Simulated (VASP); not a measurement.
# HfZrS4 (P2/m) in VASP: a series of runs

Runs on HfZrS4. Level: PBE. Tasks: single point.

Program: VASP 6.6.1. These are calculated values, not measurements. Logs are shortened: lines on timing, memory, paths and dates and some standing lists are left out, and cuts for length are marked.

**1. The cell of the first run**

Symmetry: P2/m, No. 10, monoclinic system. The conventional cell has a = 5.813 Å, b = 3.607 Å, c = 6.247 Å, α = 90.00°, β = 90.00°, γ = 90.00°. Zr (site symmetry 2/m) has 6 S at 2.54 Å within 3.3 Å. Within 3.3 Å of Hf (site symmetry 2/m) lie 6 S at 2.54 Å. S (site symmetry m) has 1 Hf at 2.54 Å and 2 Zr at 2.54 Å within 3.3 Å. Within 3.3 Å of S (site symmetry m) lie 1 Zr at 2.54 Å and 2 Hf at 2.54 Å.

**2. Single point, PBE**

INCAR reads:

```
PREC     = Accurate       # precision mode
ENCUT    = 520            # plane-wave cutoff, eV
EDIFF    = 1E-6           # SCF threshold, eV
ISMEAR   = 0              # smearing method
SIGMA    = 0.1            # smearing width, eV
LREAL    = False          # projectors in reciprocal space
LASPH    = True           # aspherical terms in the spheres
NELM     = 100            # most SCF steps
ALGO     = Normal         # electronic algorithm
ISIF     = 2              # what is computed and relaxed
LWAVE    = False          # write WAVECAR
LCHARG   = False          # write CHGCAR
GGA      = PE             # functional
NBANDS   = 32             # bands
```

KPOINTS reads:

```
regular mesh
0
Gamma
  4 6 4
```

POSCAR reads:

```
HfZrS4
1.0
    5.8128348700      0.0000000000      0.0000000000
    0.0000000000      3.6069375400      0.0000000000
    0.0000000000      0.0000000000      6.2473990800
Zr Hf S
1 1 4
Direct
    0.0000000000      0.0000000000      0.0000000000
    0.0000000000      0.5000000000      0.5000000000
    0.7508000000      0.5000000000      0.1666666700
    0.7508000000      0.0000000000      0.6666666700
    0.2492000000      0.5000000000      0.8333333300
    0.2492000000      0.0000000000      0.3333333300
```

Potentials or basis: VASP PAW PBE potentials, release 64 (Zr_sv, Hf_pv, S).

Run with:

```
cat potpaw_PBE.64/Zr_sv/POTCAR potpaw_PBE.64/Hf_pv/POTCAR potpaw_PBE.64/S/POTCAR > POTCAR
mpirun -np 1 vasp_std > vasp.out
```

OUTCAR:

```text
PREC = Accurate
   ENCUT = 520
   EDIFF = 1E-6
   ISMEAR = 0
   LREAL = False
   LASPH = True
   NELM = 100
   ISIF = 2
   GGA = PE

 ion  position               nearest neighbor table
   1  0.000  0.000  0.000-   4 2.54   6 2.54   5 2.54   3 2.54   3 2.54   5 2.54   2 3.61   2 3.61
                             2 3.61   2 3.61
   2  0.000  0.500  0.500-   3 2.54   5 2.54   4 2.54   6 2.54   4 2.54   6 2.54   1 3.61   1 3.61
                             1 3.61   1 3.61
   3  0.751  0.500  0.167-   2 2.54   1 2.54   1 2.54
   4  0.751  0.000  0.667-   1 2.54   2 2.54   2 2.54
   5  0.249  0.500  0.833-   2 2.54   1 2.54   1 2.54
   6  0.249  0.000  0.333-   1 2.54   2 2.54   2 2.54

  LATTYP: Found a simple orthorhombic cell.
 ALAT       =     3.6069375400
 B/A-ratio  =     1.6115707038
 C/A-ratio  =     1.7320508078

  Lattice vectors:

 A1 = (   0.0000000000,  -3.6069375400,   0.0000000000)
 A2 = (   5.8128348700,   0.0000000000,   0.0000000000)
 A3 = (   0.0000000000,   0.0000000000,   6.2473990800)

Analysis of symmetry for initial positions (statically):
=====================================================================
 Subroutine PRICEL returns:
 Original cell was already a primitive cell.

 Routine SETGRP: Setting up the symmetry group for a
 simple orthorhombic supercell.

 Subroutine GETGRP returns: Found  4 space group operations
 (whereof  4 operations were pure point group operations)
 out of a pool of  8 trial point group operations.

The static configuration has the point symmetry C_2h.

Analysis of symmetry for dynamics (positions and initial velocities):
=====================================================================
 Subroutine PRICEL returns:
 Original cell was already a primitive cell.

 Routine SETGRP: Setting up the symmetry group for a
 simple orthorhombic supercell.

 Subroutine GETGRP returns: Found  4 space group operations
 (whereof  4 operations were pure point group operations)
 out of a pool of  8 trial point group operations.

The dynamic configuration has the point symmetry C_2h.

 Subroutine INISYM returns: Found  4 space group operations
 (whereof  4 operations are pure point group operations),
 and found     1 'primitive' translations

----------------------------------------------------------------------------------------

                                     Primitive cell

  volume of cell :     130.9863

  direct lattice vectors                    reciprocal lattice vectors
[... 99 lines left out ...]
   IBRION =     -1    ionic relax: 0-MD 1-quasi-New 2-CG
   NFREE  =      0    steps in history (QN), initial steepest desc. (CG)
   ISIF   =      2    stress and relaxation
   ISYM   =      2    0-nonsym 1-usesym 2-fastsym
   POTIM  = 0.5000    time-step for ionic-motion
   TEBEG  =    0.0;   TEEND  =   0.0 temperature during run
   PSTRESS=    0.0 pullay stress
   NELECT =      46.0000    total number of electrons
   NUPDOWN=      -1.0000    fix difference up-down
   EMIN   =  10.00;   EMAX   =-10.00  energy-range for DOS
   EFERMI =   0.00;   METHOD = LEGACY
   ISMEAR =     0;   SIGMA  =   0.10  broadening in eV -4-tet -1-fermi 0-gaus
   EFERMI_NEDOS =   21; number of points for ismear=-14 and -15
   IALGO  =     38    algorithm
   IMIX   =      4    mixing-type and parameters
     AMIX     =   0.40;   BMIX     =  1.00
     AMIX_MAG =   1.60;   BMIX_MAG =  1.00
  volume/ion in A,a.u.               =      21.83       147.32
  Fermi-wavevector in a.u.,A,eV,Ry     =   1.155009  2.182651 18.150805  1.334047
  Thomas-Fermi vector in A             =   2.291641
   LORBIT       =      0    0 simple, 1 ext, 2 COOP (PROOUT), +10 PAW based schemes
   GGA     = PE    functional components
   LHFCALC =     F    Hartree Fock is set to
   AEXX    =    0.0000 exact exchange contribution
   IVDW    =     0    specifies the selected vdW correction
   LEPSILON=     F    determine dielectric tensor
   LRPA    =     F    only Hartree local field effects (RPA)
 non-spin polarized calculation
 Gauss-broadening in eV      SIGMA  =   0.10
  energy-cutoff  :      520.00
  volume of cell :      130.99
 maximum number of plane-waves:      3559
 NGX is ok and might be reduce to    48
   NGX = 21   NGY = 13   NGZ = 23

 number of electron      46.0000002 magnetization

 Free energy of the ion-electron system (eV)
  ---------------------------------------------------
  ext. energy  EPLUGINS =         0.00000000
  ---------------------------------------------------
  free energy    TOTEN  =       -44.21734768 eV

  energy without entropy =      -44.21734768  energy(sigma->0) =      -44.21734768

 E-fermi :   4.7410     XC(G=0):  -9.7765

 val. band max:        4.3299545700   @ k =   0.0000   0.0000   0.0000
 cond. band min:       5.1714298219   @ k =   0.5000   0.5000   0.5000
 fundamental gap:      0.8414752519
 Fermi energy:         4.7409732626

 k-point     1 :       0.0000    0.0000    0.0000
  band No.  band energies     occupation
      1     -44.5897      2.00000
      2     -26.4092      2.00000
      3     -26.3928      2.00000
      4     -26.3230      2.00000
      5     -22.6763      2.00000
      6     -22.6606      2.00000
[... 829 lines left out ...]
     31       9.5830      0.00000
     32       9.8095      0.00000

 [... further k-points ...]

------------------------ aborting loop because EDIFF is reached ----------------------------------------

  FORCE on cell =-STRESS in cart. coord.  units (eV):
  Direction    XX          YY          ZZ          XY          YZ          ZX
  --------------------------------------------------------------------------------------
  -------------------------------------------------------------------------------------
  Total        2.9011446      3.2404159      3.0785409      0.0000000      0.0000000      0.0028812
  in kB       35.4857595     39.6356036     37.6556073      0.0000000      0.0000000      0.0352420
  external PRESSURE =      37.5923235 kB  Pullay stress =       0.0000000 kB

 VOLUME and BASIS-vectors are now :
 -----------------------------------------------------------------------------
  energy-cutoff  :      520.00
  volume of cell :      130.99
      direct lattice vectors                 reciprocal lattice vectors
     5.812834870  0.000000000  0.000000000     0.172033100  0.000000000  0.000000000
     0.000000000  3.606937540  0.000000000     0.000000000  0.277243503  0.000000000
     0.000000000  0.000000000  6.247399080     0.000000000  0.000000000  0.160066611

 POSITION                                       TOTAL-FORCE (eV/Angst)
 -----------------------------------------------------------------------------------
      0.00000      0.00000      0.00000         0.000000      0.000000      0.000000
      0.00000      1.80347      3.12370         0.000000      0.000000      0.000000
      4.36428      1.80347      1.04123        -0.226828      0.000000      0.203876
      4.36428      0.00000      4.16493        -0.133719      0.000000     -0.204405
      1.44856      1.80347      5.20617         0.226828      0.000000     -0.203876
      1.44856      0.00000      2.08247         0.133719     -0.000000      0.204405
 -----------------------------------------------------------------------------------
    total drift:                                0.000000     -0.000000     -0.000000

  FREE ENERGIE OF THE ION-ELECTRON SYSTEM (eV)
  ---------------------------------------------------
  free  energy   TOTEN  =       -44.2173476757 eV

  energy  without entropy=      -44.2173476756  energy(sigma->0) =      -44.21734768
```

OSZICAR:

```text
N       E                     dE             d eps       ncg     rms          rms(c)
DAV:   1     0.301683213571E+03    0.30168E+03   -0.22497E+04  2560   0.132E+03
DAV:   2    -0.260989101284E+02   -0.32778E+03   -0.31465E+03  3264   0.307E+02
DAV:   3    -0.470392570334E+02   -0.20940E+02   -0.20687E+02  3800   0.677E+01
DAV:   4    -0.479502820913E+02   -0.91103E+00   -0.90961E+00  3920   0.122E+01
DAV:   5    -0.479669567534E+02   -0.16675E-01   -0.16674E-01  3544   0.155E+00    0.531E+01
DAV:   6    -0.443462393343E+02    0.36207E+01   -0.89848E+00  2976   0.138E+01    0.359E+01
DAV:   7    -0.442247029146E+02    0.12154E+00   -0.23209E+00  3712   0.668E+00    0.118E+01
DAV:   8    -0.442323317900E+02   -0.76289E-02   -0.25068E-01  3248   0.225E+00    0.173E+00
DAV:   9    -0.442172725371E+02    0.15059E-01   -0.56016E-02  3456   0.111E+00    0.847E-01
DAV:  10    -0.442173758000E+02   -0.10326E-03   -0.10887E-02  3280   0.441E-01    0.378E-01
DAV:  11    -0.442173374048E+02    0.38395E-04   -0.27517E-04  3392   0.775E-02    0.135E-01
DAV:  12    -0.442173461326E+02   -0.87278E-05   -0.94818E-05  3592   0.489E-02    0.262E-02
DAV:  13    -0.442173467566E+02   -0.62397E-06   -0.10243E-05  3528   0.143E-02    0.882E-03
DAV:  14    -0.442173476757E+02   -0.91905E-06   -0.16334E-06  2632   0.651E-03
   1 F= -.44217348E+02 E0= -.44217348E+02  d E =-.441477E-10
```

Run time: 4.1 min. Hardware: 1 thread of Intel Xeon 8259CL, shared host; peak memory 0.34 GiB.

What came out:

```
Free energy            : -44.2173 eV
Pressure               : 3.8 GPa
Largest force          : 0.305 eV/Å
Band gap on the k mesh : 0.84 eV (least direct gap 1.04 eV)
```

Forces on the atoms (eV/Å):
```
Zr   0.000  0.000  0.000
Hf   0.000  0.000  0.000
S   -0.227  0.000  0.204
S   -0.134  0.000 -0.204
S    0.227  0.000 -0.204
S    0.134  0.000  0.204
```

Caveat: the cell stands under pressure; spin-orbit coupling is left out, which moves the levels of the heavy elements; this functional lacks dispersion, which binds the layers, so the pressure and a relaxed spacing across them are unreliable. A k mesh can miss the band edges.

**3. Single point, PBE**

This run uses another cell than the first one, of 25.37 Å³/atom.

INCAR reads:

```
PREC = Accurate
ENCUT = 520
EDIFF = 1E-6
ISMEAR = 0
SIGMA = 0.1
LREAL = F
LASPH = T
NELM = 80
ALGO = Normal
ISIF = 2
LWAVE = F
LCHARG = T
GGA = PE
LELF = T
LVHAR = T
NBANDS = 32
```

KPOINTS reads:

```
Automatic mesh
0
Gamma
  4 6 4
```

POSCAR reads:

```
HfZrS4
1.0
    6.5310722547      0.0000000000      0.0006493635
    0.0000000000      3.6705386359      0.0000000000
    0.0006979096      0.0000000000      6.3497357979
Zr Hf S
1 1 4
Direct
    0.0000000000      0.0000000000      0.0000000000
    0.0000000000      0.5000000000      0.5000000000
    0.7783829072      0.5000000000      0.1688273844
    0.7788215547      0.0000000000      0.6644633006
    0.2216170928      0.5000000000      0.8311726156
    0.2211784453      0.0000000000      0.3355366994
```

Potentials or basis: VASP PAW PBE potentials, release 64 (Zr_sv, Hf_pv, S).

Run with:

```
cat potpaw_PBE.64/Zr_sv/POTCAR potpaw_PBE.64/Hf_pv/POTCAR potpaw_PBE.64/S/POTCAR > POTCAR
mpirun -np 1 vasp_std > vasp.out
```

Wall time 5.5 min (1 thread of Intel Xeon 8259CL, shared host); peak memory 0.36 GiB.

The run converged. Its results:

```
Free energy            : -44.3616 eV
Pressure               : -0.1 GPa
Largest force          : 0.051 eV/Å
Band gap on the k mesh : 1.13 eV (least direct gap 1.18 eV)
```

Forces in eV/Å, atoms in the order of the input:
```
Zr   0.000  0.000  0.000
Hf   0.000  0.000  0.000
S    0.008  0.000  0.039
S    0.033  0.000 -0.039
S   -0.008  0.000 -0.039
S   -0.033  0.000  0.039
```

Stress tensor (GPa, compression positive):
```
-0.02  0.00  0.00
 0.00 -0.20  0.00
 0.00  0.00 -0.19
```

Levels at points of the mesh, in eV from the valence-band top:
```tsv
k point	band 20	band 21	band 22	band 23	band 24	band 25	band 26	band 27
(0.00, 0.00, 0.00)	-1.05	-0.31	-0.01	0.00	1.26	1.84	1.91	2.54
(0.50, 0.00, 0.00)	-0.97	-0.97	-0.04	-0.03	1.15	1.83	1.89	2.77
(0.00, 0.50, 0.00)	-2.07	-1.93	-1.17	-1.05	2.21	2.65	2.88	3.31
(0.50, 0.50, 0.00)	-1.91	-1.85	-1.18	-1.07	2.24	2.61	2.67	3.00
(0.00, 0.00, 0.50)	-0.91	-0.86	-0.36	-0.34	1.51	1.78	2.79	3.10
(0.50, 0.00, 0.50)	-0.90	-0.85	-0.62	-0.57	1.45	1.72	2.81	3.33
(0.00, 0.50, 0.50)	-1.44	-1.43	-1.06	-1.00	1.24	1.33	3.45	3.74
(0.50, 0.50, 0.50)	-1.03	-0.99	-0.94	-0.91	1.13	1.19	3.44	3.75
```

Caveat: spin-orbit coupling is left out, which moves the levels of the heavy elements; this functional lacks dispersion, which binds the layers, so the pressure and a relaxed spacing across them are unreliable. A k mesh can miss the band edges.

**4. Single point, PBE**

This run uses another cell than the first one, of 26.41 Å³/atom.

INCAR reads:

```
PREC     = Accurate       # precision mode
ENCUT    = 520            # plane-wave cutoff, eV
EDIFF    = 1E-6           # SCF threshold, eV
ISMEAR   = 0              # smearing method
SIGMA    = 0.02           # smearing width, eV
LREAL    = False          # projectors in reciprocal space
LASPH    = True           # aspherical terms in the spheres
NELM     = 60             # most SCF steps
ALGO     = Normal         # electronic algorithm
ISIF     = 2              # what is computed and relaxed
LWAVE    = False          # write WAVECAR
LCHARG   = False          # write CHGCAR
GGA      = PE             # functional
NBANDS   = 32             # bands
```

KPOINTS reads:

```
regular mesh
0
Gamma
  4 8 4
```

POSCAR reads:

```
HfZrS4
1.0
    6.3546722193      0.0000000000     -0.0012239781
    0.0000000000      3.6693734628      0.0000000000
   -0.0026271994      0.0000000000      6.7956546719
Zr Hf S
1 1 4
Direct
    0.0000000000      0.0000000000      0.0000000000
    0.5000000000      0.5000000000      0.0000000000
    0.1690037263      0.5000000000      0.2130529261
    0.6645349467      0.0000000000      0.2126594993
    0.8309962737      0.5000000000      0.7869470739
    0.3354650533      0.0000000000      0.7873405007
```

Run with:

```
cat potpaw_PBE.64/Zr_sv/POTCAR potpaw_PBE.64/Hf_pv/POTCAR potpaw_PBE.64/S/POTCAR > POTCAR
mpirun -np 1 vasp_std > vasp.out
```

Run time: 6.6 min. Hardware: 1 thread of Intel Xeon 8259CL, shared host; peak memory 0.41 GiB.

The run converged. Its results:

```yaml
Free_energy: -44.3695 eV
Pressure: -0.2 GPa
Largest_force: 0.050 eV/Å
Band_gap_on_the_k_mesh: 1.15 eV (least direct gap 1.19 eV)
```

Forces in eV/Å, atoms in the order of the input:
```
Zr   0.000  0.000  0.000
Hf   0.000  0.000  0.000
S    0.037  0.000 -0.009
S   -0.035  0.000 -0.036
S   -0.037  0.000  0.009
S    0.035  0.000  0.036
```

Stress tensor (GPa, compression positive):
```
-0.29  0.00  0.01
 0.00 -0.28  0.00
 0.01  0.00 -0.16
```

Levels at points of the mesh, in eV from the valence-band top:
```tsv
k point	band 20	band 21	band 22	band 23	band 24	band 25	band 26	band 27
(0.00, 0.00, 0.00)	-1.02	-0.43	0.00	0.00	1.26	1.85	1.91	2.56
(0.50, 0.00, 0.00)	-0.89	-0.84	-0.37	-0.35	1.51	1.79	2.81	3.12
(0.00, 0.50, 0.00)	-2.07	-1.93	-1.16	-1.04	2.22	2.66	2.85	3.28
(0.50, 0.50, 0.00)	-1.35	-1.35	-1.04	-0.98	1.24	1.33	3.46	3.74
(0.00, 0.00, 0.50)	-1.03	-0.97	-0.02	-0.02	1.17	1.85	1.90	2.77
(0.50, 0.00, 0.50)	-0.89	-0.84	-0.59	-0.54	1.46	1.73	2.82	3.32
(0.00, 0.50, 0.50)	-1.94	-1.88	-1.17	-1.06	2.24	2.64	2.68	3.04
(0.50, 0.50, 0.50)	-1.06	-1.04	-0.97	-0.92	1.15	1.22	3.46	3.75
```

Caveat: spin-orbit coupling is left out, which moves the levels of the heavy elements; this functional lacks dispersion, which binds the layers, so the pressure and a relaxed spacing across them are unreliable.

**5. Summary**

```csv
cell,k mesh,smearing,gap on the mesh (eV),pressure (GPa),largest force (eV/Å)
"a = 5.813, b = 3.607, c = 6.247 Å, 6 atoms, atomic positions A",4 × 6 × 4,gaussian 0.1 eV,0.84,3.8,0.30
"a = 6.531, b = 3.671, c = 6.350 Å, 6 atoms, atomic positions B",4 × 6 × 4,gaussian 0.1 eV,1.13,-0.1,0.05
"a = 6.355, b = 3.669, c = 6.796 Å, 6 atoms, atomic positions C",4 × 8 × 4,gaussian 0.02 eV,1.15,-0.2,0.05
```

Alike in all rows: task single point; level PBE; potentials or basis VASP PAW PBE potentials, release 64 (Zr_sv, Hf_pv, S); no spin polarisation; cutoff (eV) 520.

Caveats: spin-orbit coupling is left out, which moves the levels of the heavy elements; this functional lacks dispersion, which binds the layers, so the pressure and a relaxed spacing across them are unreliable; the cell stands under pressure (at least some runs).

Total energies depend on the potentials used, so only differences within one code and one set of settings carry meaning.
